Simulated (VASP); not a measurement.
# TiAl2 (Cmmm) in VASP: notebook

Runs on TiAl2. Level: r2SCAN. Tasks: single point.

All numbers are computed with VASP 6.6.1; they aren't measurements. Logs are shortened: lines on timing, memory, paths and dates and some standing lists are left out, and cuts for length are marked.

**1. The cell of the first run**

It takes space group Cmmm (No. 65, orthorhombic). Conventional cell: a = 3.874 Å, b = 11.950 Å, c = 3.951 Å, α = 90.00°, β = 90.00°, γ = 90.00°. Ti (site symmetry m2m) has 11 Al at 2.69 to 4.10 Å and 7 Ti at 2.96 to 3.95 Å within 4.2 Å. Al (site symmetry mmm) has 4 Ti at 2.69 Å and 8 Al at 2.77 to 2.85 Å within 3.6 Å. Al (site symmetry m2m) has 6 Al at 2.69 to 2.85 Å and 6 Ti at 2.77 to 2.84 Å within 3.5 Å. Al (site symmetry mmm) has 4 Ti at 2.72 Å and 8 Al at 2.77 to 2.83 Å within 3.6 Å.

**2. Single point, r2SCAN (15.24 Å³/atom)**

Input file POSCAR:

```
TiAl2
1.0
    1.9371092421     -5.9752016287      0.0000000000
    1.9371092421      5.9752016287      0.0000000000
    0.0000000000      0.0000000000      3.9506593096
Ti Al
2 4
Direct
    0.6566095958      0.3433904042      0.0000000000
    0.3433904042      0.6566095958      0.0000000000
    0.0000000000      0.0000000000      0.0000000000
    0.8277950627      0.1722049373      0.5000000000
    0.1722049373      0.8277950627      0.5000000000
    0.5000000000      0.5000000000      0.5000000000
```

Input file INCAR.step1:

```
  ALGO = Normal
  EDIFF = 1E-4
  ENCUT = 520
  GGA = PE
  ISMEAR = 0
  LASPH = T
  LCHARG = F
  LREAL = F
  LWAVE = T
  NBANDS = 27
  NELM = 60
  PREC = Accurate
  SIGMA = 0.1
```

Input file INCAR.step2:

```
  ALGO = Normal
  EDIFF = 1E-6
  ENCUT = 520
  ISIF = 2
  ISMEAR = 0
  ISTART = 1
  LASPH = T
  LCHARG = F
  LMIXTAU = T
  LREAL = F
  LWAVE = F
  METAGGA = R2SCAN
  NBANDS = 27
  NELM = 60
  PREC = Accurate
  SIGMA = 0.1
```

Input file KPOINTS:

```
k-points
0
Gamma
  10 10 10
```

Potentials or basis: VASP PAW PBE potentials, release 64 (Ti_sv, Al).

The run is started by

```sh
cat potpaw_PBE.64/Ti_sv/POTCAR potpaw_PBE.64/Al/POTCAR > POTCAR
cp INCAR.step1 INCAR
mpirun -np 1 vasp_std > vasp.out
cp INCAR.step2 INCAR
mpirun -np 1 vasp_std > vasp.out
```

OUTCAR:

```text
EDIFF = 1E-6
   ENCUT = 520
   ISIF = 2
   ISMEAR = 0
   ISTART = 1
   LASPH = T
   LREAL = F
   METAGGA = R2SCAN
   NELM = 60
   PREC = Accurate

 ion  position               nearest neighbor table
   1  0.657  0.343  0.000-   3 2.69   3 2.69   6 2.72   6 2.72   5 2.77   5 2.77   5 2.77   5 2.77
                             4 2.84   4 2.84
   2  0.343  0.657  0.000-   3 2.69   3 2.69   6 2.72   6 2.72   4 2.77   4 2.77   4 2.77   4 2.77
                             5 2.84   5 2.84
   3  0.000  0.000  0.000-   1 2.69   2 2.69   1 2.69   2 2.69   6 2.77   6 2.77   6 2.77   6 2.77
                             4 2.85   4 2.85   5 2.85   5 2.85
   4  0.828  0.172  0.500-   5 2.69   5 2.69   2 2.77   2 2.77   2 2.77   2 2.77   6 2.83   6 2.83
                             1 2.84   1 2.84   3 2.85   3 2.85
   5  0.172  0.828  0.500-   4 2.69   4 2.69   1 2.77   1 2.77   1 2.77   1 2.77   6 2.83   6 2.83
                             2 2.84   2 2.84   3 2.85   3 2.85
   6  0.500  0.500  0.500-   1 2.72   2 2.72   1 2.72   2 2.72   3 2.77   3 2.77   3 2.77   3 2.77
                             5 2.83   4 2.83   5 2.83   4 2.83

  LATTYP: Found a base centered orthorhombic cell.
 ALAT       =     3.8742184842
 B/A-ratio  =     3.0845971403
 C/A-ratio  =     1.0197306439

  Lattice vectors:

 A1 = (   1.9371092421,  -5.9752016287,   0.0000000000)
 A2 = (   1.9371092421,   5.9752016287,   0.0000000000)
 A3 = (   0.0000000000,   0.0000000000,   3.9506593096)

Analysis of symmetry for initial positions (statically):
=====================================================================
 Subroutine PRICEL returns:
 Original cell was already a primitive cell.

 Routine SETGRP: Setting up the symmetry group for a
 base centered orthorhombic supercell.

 Subroutine GETGRP returns: Found  8 space group operations
 (whereof  8 operations were pure point group operations)
 out of a pool of  8 trial point group operations.

The static configuration has the point symmetry D_2h.

Analysis of symmetry for dynamics (positions and initial velocities):
=====================================================================
 Subroutine PRICEL returns:
 Original cell was already a primitive cell.

 Routine SETGRP: Setting up the symmetry group for a
 base centered orthorhombic supercell.

 Subroutine GETGRP returns: Found  8 space group operations
 (whereof  8 operations were pure point group operations)
 out of a pool of  8 trial point group operations.

The dynamic configuration has the point symmetry D_2h.

 Subroutine INISYM returns: Found  8 space group operations
 (whereof  8 operations are pure point group operations),
 and found     1 'primitive' translations

----------------------------------------------------------------------------------------

                                     Primitive cell

  volume of cell :      91.4547

  direct lattice vectors                    reciprocal lattice vectors
     1.937109242 -5.975201629  0.000000000     0.258116573 -0.083679185  0.000000000
     1.937109242  5.975201629  0.000000000     0.258116573  0.083679185  0.000000000
     0.000000000  0.000000000  3.950659310     0.000000000  0.000000000  0.253122307

  length of vectors
     6.281355484  6.281355484  3.950659310     0.271341798  0.271341798  0.253122307

  position of ions in fractional coordinates (direct lattice)
     0.656609596  0.343390404  0.000000000
     0.343390404  0.656609596  0.000000000
     0.000000000  0.000000000  0.000000000
     0.827795063  0.172204937  0.500000000
     0.172204937  0.827795063  0.500000000
     0.500000000  0.500000000  0.500000000

  ion indices of the primitive-cell ions
   primitive index   ion index
                 1           1
                 2           2
                 3           3
                 4           4
                 5           5
                 6           6

----------------------------------------------------------------------------------------

 KPOINTS: k-points

Automatic generation of k-mesh.
 Grid dimensions read from file:
 generate k-points for:   10   10   10

 Generating k-lattice:

  Cartesian coordinates                     Fractional coordinates (reciprocal lattice)
     0.025811657 -0.008367918  0.000000000     0.100000000  0.000000000  0.000000000
     0.025811657  0.008367918  0.000000000     0.000000000  0.100000000  0.000000000
     0.000000000  0.000000000  0.025312231     0.000000000  0.000000000  0.100000000

  Length of vectors
     0.027134180  0.027134180  0.025312231

  Shift w.r.t. Gamma in fractional coordinates (k-lattice)
     0.000000000  0.000000000  0.000000000

 Subroutine IBZKPT returns following result:
 ===========================================

 Found    186 irreducible k-points:

 Following reciprocal coordinates:
            Coordinates               Weight
  0.000000  0.000000  0.000000      1.000000
  0.100000 -0.000000  0.000000      4.000000
  0.200000 -0.000000  0.000000      4.000000
  0.300000  0.000000  0.000000      4.000000
  0.400000  0.000000  0.000000      4.000000
  0.500000 -0.000000  0.000000      2.000000
[... 16 lines left out ...]
  0.300000  0.300000  0.000000      2.000000
  0.400000  0.300000  0.000000      4.000000
 [... further k-points ...]
   k-points           NKPTS =    186   k-points in BZ     NKDIM =    186   number of bands    NBANDS=     27
   number of dos      NEDOS =    301   number of ions     NIONS =      6
   total plane-waves  NPLWV =  69120
   dimension x,y,z NGX =    48 NGY =   48 NGZ =   30
   dimension x,y,z NGXF=    96 NGYF=   96 NGZF=   60
   ions per type =               2   4
   NGX,Y,Z   is equivalent  to a cutoff of  12.70, 12.70, 12.62 a.u.
   NGXF,Y,Z  is equivalent  to a cutoff of  25.41, 25.41, 25.25 a.u.
 SYSTEM =  unknown system
   PREC   = accura    normal or accurate (medium, high low for compatibility)
   ISTART =      1    job   : 0-new  1-cont  2-samecut
   ICHARG =      0    charge: 1-file 2-atom 10-const
   ISPIN  =      1    spin polarized calculation?
   LNONCOLLINEAR =      F non collinear calculations
   LSORBIT =      F    spin-orbit coupling
   LASPH  =      T    aspherical Exc in radial PAW
   ENCUT  =  520.0 eV  38.22 Ry    6.18 a.u.  11.68 11.68  7.35*2*pi/ulx,y,z
   NELM   =     60;   NELMIN=  2; NELMDL=  0     # of ELM steps
   EDIFF  = 0.1E-05   stopping-criterion for ELM
   LREAL  =      F    real-space projection
   EDIFFG = 0.1E-04   stopping-criterion for IOM
   NSW    =      0    number of steps for IOM
   IBRION =     -1    ionic relax: 0-MD 1-quasi-New 2-CG
   NFREE  =      0    steps in history (QN), initial steepest desc. (CG)
   ISIF   =      2    stress and relaxation
   ISYM   =      2    0-nonsym 1-usesym 2-fastsym
   POTIM  = 0.5000    time-step for ionic-motion
   TEBEG  =    0.0;   TEEND  =   0.0 temperature during run
   PSTRESS=    0.0 pullay stress
   NELECT =      36.0000    total number of electrons
   NUPDOWN=      -1.0000    fix difference up-down
   EMIN   =  10.00;   EMAX   =-10.00  energy-range for DOS
   EFERMI =   0.00;   METHOD = LEGACY
   ISMEAR =     0;   SIGMA  =   0.10  broadening in eV -4-tet -1-fermi 0-gaus
   EFERMI_NEDOS =   21; number of points for ismear=-14 and -15
   IALGO  =     38    algorithm
   IMIX   =      4    mixing-type and parameters
     AMIX     =   0.40;   BMIX     =  1.00
     AMIX_MAG =   1.60;   BMIX_MAG =  1.00
  volume/ion in A,a.u.               =      15.24       102.86
  Fermi-wavevector in a.u.,A,eV,Ry     =   1.199795  2.267283 19.585684  1.439507
  Thomas-Fermi vector in A             =   2.335648
   LORBIT       =      0    0 simple, 1 ext, 2 COOP (PROOUT), +10 PAW based schemes
   METAGGA = R2SCAN    functional components
   LHFCALC =     F    Hartree Fock is set to
   AEXX    =    0.0000 exact exchange contribution
   IVDW    =     0    specifies the selected vdW correction
   LEPSILON=     F    determine dielectric tensor
   LRPA    =     F    only Hartree local field effects (RPA)
 non-spin polarized calculation
 Gauss-broadening in eV      SIGMA  =   0.10
  energy-cutoff  :      520.00
  volume of cell :       91.45
 maximum number of plane-waves:      2487
   NGX = 23   NGY = 23   NGZ = 15

 number of electron      35.9999993 magnetization

 Free energy of the ion-electron system (eV)
  ---------------------------------------------------
  ext. energy  EPLUGINS =         0.00000000
  ---------------------------------------------------
  free energy    TOTEN  =       -55.66303461 eV

  energy without entropy =      -55.65129228  energy(sigma->0) =      -55.65716345

 E-fermi :   8.9772     XC(G=0): -11.8137

 val. band max:        8.9745464917   @ k =   0.0000   0.0000   0.4000
 cond. band min:       8.9777347269   @ k =  -0.2000   0.1000   0.4000
 fundamental gap:      0.0031882352
 Fermi energy:         8.9772425628

 k-point     1 :       0.0000    0.0000    0.0000
  band No.  band energies     occupation
      1     -49.9928      2.00000
      2     -49.9558      2.00000
      3     -25.3321      2.00000
      4     -25.2916      2.00000
      5     -25.2840      2.00000
      6     -25.2553      2.00000
[... 19 lines left out ...]
     26      13.1062      0.00000
     27      13.2741      0.00000

 k-point     2 :       0.1000   -0.0000    0.0000
  band No.  band energies     occupation
      1     -49.9917      2.00000
      2     -49.9566      2.00000
      3     -25.3310      2.00000
      4     -25.2924      2.00000
      5     -25.2845      2.00000
      6     -25.2597      2.00000
[... 19 lines left out ...]
     26      13.3315      0.00000
     27      13.6017      0.00000

 k-point     3 :       0.2000   -0.0000    0.0000
  band No.  band energies     occupation
      1     -49.9888      2.00000
      2     -49.9589      2.00000
      3     -25.3276      2.00000
      4     -25.2948      2.00000
      5     -25.2867      2.00000
      6     -25.2705      2.00000
[... 594 lines left out ...]
      1     -49.9783      2.00000
      2     -49.9682      2.00000
      3     -25.3153      2.00000
      4     -25.3049      2.00000
      5     -25.2980      2.00000
      6     -25.2875      2.00000
[... 19 lines left out ...]
     26      12.4037      0.00000
     27      13.3576      0.00000

 k-point    24 :       0.4000    0.3000    0.0000
  band No.  band energies     occupation
      1     -49.9836      2.00000
      2     -49.9634      2.00000
      3     -25.3212      2.00000
      4     -25.2999      2.00000
      5     -25.2882      2.00000
      6     -25.2797      2.00000
[... 19 lines left out ...]
     26      12.5178      0.00000
     27      12.5181      0.00000

 [... further k-points ...]

------------------------ aborting loop because EDIFF is reached ----------------------------------------

  FORCE on cell =-STRESS in cart. coord.  units (eV):
  Direction    XX          YY          ZZ          XY          YZ          ZX
  --------------------------------------------------------------------------------------
  -------------------------------------------------------------------------------------
  Total        2.1396412      2.1440532      2.1524657      0.0000000      0.0000000      0.0000000
  in kB       37.4839444     37.5612370     37.7086143      0.0000000      0.0000000      0.0000000
  external PRESSURE =      37.5845986 kB  Pullay stress =       0.0000000 kB

 VOLUME and BASIS-vectors are now :
 -----------------------------------------------------------------------------
  energy-cutoff  :      520.00
  volume of cell :       91.45
      direct lattice vectors                 reciprocal lattice vectors
     1.937109242 -5.975201629  0.000000000     0.258116573 -0.083679185  0.000000000
     1.937109242  5.975201629  0.000000000     0.258116573  0.083679185  0.000000000
     0.000000000  0.000000000  3.950659310     0.000000000  0.000000000  0.253122307

 POSITION                                       TOTAL-FORCE (eV/Angst)
 -----------------------------------------------------------------------------------
      1.93711     -1.87155      0.00000         0.000000     -0.001242      0.000000
      1.93711      1.87155      0.00000         0.000000      0.001242      0.000000
      0.00000      0.00000      0.00000         0.000000      0.000000      0.000000
      1.93711     -3.91728      1.97533         0.000000     -0.005493     -0.000000
      1.93711      3.91728      1.97533         0.000000      0.005493      0.000000
      1.93711      0.00000      1.97533        -0.000000      0.000000      0.000000
 -----------------------------------------------------------------------------------
    total drift:                                0.000000     -0.000000      0.000000

  FREE ENERGIE OF THE ION-ELECTRON SYSTEM (eV)
  ---------------------------------------------------
  free  energy   TOTEN  =       -55.6630346130 eV

  energy  without entropy=      -55.6512922793  energy(sigma->0) =      -55.65716345
```

Run time: 14 min. Hardware: 1 thread of Intel Xeon 6975P-C (Granite Rapids), shared host; peak memory 0.54 GiB.

What came out:

- Free energy: -55.6630 eV
- Pressure: 3.8 GPa
- Largest force: 0.005 eV/Å
- Band gap on the k mesh: zero (bands 18 and 19 overlap by 1.85 eV)

Forces on the atoms (eV/Å):
```
Ti   0.000 -0.001  0.000
Ti   0.000  0.001  0.000
Al   0.000  0.000  0.000
Al   0.000 -0.005  0.000
Al   0.000  0.005  0.000
Al   0.000  0.000  0.000
```

Caveat: the cell stands under pressure; the PAW data sets were made with another functional, which shifts forces and pressure a little.

**3. Single point, r2SCAN**

This run uses another cell than the first one, of 15.34 Å³/atom.

Input file POSCAR:

```
TiAl2
1.0
    1.9411680155     -5.9864555393      0.0000000000
    1.9411680155      5.9864555393      0.0000000000
    0.0000000000      0.0000000000      3.9591530085
Ti Al
2 4
Direct
    0.6566207131      0.3433792869      0.0000000000
    0.3433792869      0.6566207131      0.0000000000
    0.0000000000      0.0000000000      0.0000000000
    0.8277031483      0.1722968517      0.5000000000
    0.1722968517      0.8277031483      0.5000000000
    0.5000000000      0.5000000000      0.5000000000
```

Input file INCAR.step1:

```
PREC = Accurate ; ENCUT = 520
ISMEAR = 0 ; SIGMA = 0.1
LREAL = F ; LASPH = T
NELM = 80 ; NBANDS = 27
GGA = PE ; ALGO = Normal
EDIFF = 1E-4 ; LWAVE = T
LCHARG = F
```

Input file INCAR.step2:

```
PREC = Accurate ; ENCUT = 520
EDIFF = 1E-7 ; ISMEAR = 0
SIGMA = 0.1 ; LREAL = F
LASPH = T ; NELM = 80
ALGO = Normal ; ISIF = 2
LWAVE = F ; LCHARG = T
METAGGA = R2SCAN ; LMIXTAU = T
LELF = T ; LVHAR = T
NBANDS = 27 ; ISTART = 1
```

Input file KPOINTS:

```
regular mesh
0
Gamma
  10 10 10
```

Potentials or basis: VASP PAW PBE potentials, release 64 (Ti_sv, Al).

The run is started by

```sh
cat potpaw_PBE.64/Ti_sv/POTCAR potpaw_PBE.64/Al/POTCAR > POTCAR
cp INCAR.step1 INCAR
mpirun -np 1 vasp_std > vasp.out
cp INCAR.step2 INCAR
mpirun -np 1 vasp_std > vasp.out
```

It took 50 min on 1 thread of Intel Xeon Platinum 8375C at 2.90GHz (Ice Lake), shared host; peak memory 0.54 GiB.

The run converged. Its results:

```yaml
Free_energy: -55.6750 eV
Pressure: 3.0 GPa
Largest_force: 0.009 eV/Å
Band_gap_on_the_k_mesh: zero (bands 18 and 19 overlap by 1.83 eV)
```

Forces on the atoms (eV/Å):
```
Ti   0.000  0.007  0.000
Ti   0.000 -0.007  0.000
Al   0.000  0.000  0.000
Al   0.000 -0.009  0.000
Al   0.000  0.009  0.000
Al   0.000  0.000  0.000
```

Levels at points of the mesh, in eV from the Fermi level:
```
           k point  band 16  band 17  band 18  band 19  band 20  band 21
(0.00, 0.00, 0.00)    -0.81    -0.65    -0.49     0.41     0.59     0.85
(0.50, 0.00, 0.00)    -1.39    -1.05    -0.32     0.91     1.25     1.47
(0.50, 0.50, 0.00)    -1.40    -0.78    -0.64     0.26     1.25     1.26
(0.00, 0.00, 0.50)    -0.92    -0.27     0.02     0.77     1.23     1.32
(0.50, 0.00, 0.50)    -1.93    -1.65    -1.24    -0.66     1.49     1.49
(0.50, 0.50, 0.50)    -0.97     0.10     1.01     1.14     1.54     1.74
```

Caveat: the PAW data sets were made with another functional, which shifts forces and pressure a little.
